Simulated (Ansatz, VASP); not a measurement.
## One calculation of PbS, two programs

```xyz
2
Lattice="0.0000 2.9872 2.9872 2.9872 0.0000 2.9872 2.9872 2.9872 0.0000" Properties=species:S:1:pos:R:3 pbc="T T T"
Pb    0.0000    0.0000    0.0000
S     2.9872    2.9872    2.9872
```

Alike in both runs: task single point; functional PBE; k mesh 6 × 6 × 6; occupations fermi-dirac, width 0.001 eV; no spin polarisation.

|  | VASP | Ansatz |
| --- | --- | --- |
| version | VASP 6.6.1 | Ansatz 0.2.0 |
| potentials or method | VASP PAW PBE potentials, release 64 (Pb_d, S) | plane waves |
| plane-wave cutoff (eV) | 520 | 420 |
| valence electrons in the cell | 20 | 20 |

```tsv
	VASP	Ansatz	Ansatz less VASP
gap on the k mesh at the Fermi level (eV)	0.44	0.44	-0.007
pressure (GPa)	0.8	0.9	+0.09
```

The functional is the same, so the differences come from potentials, cutoffs and numerics.

Neither program's run includes spin-orbit coupling.
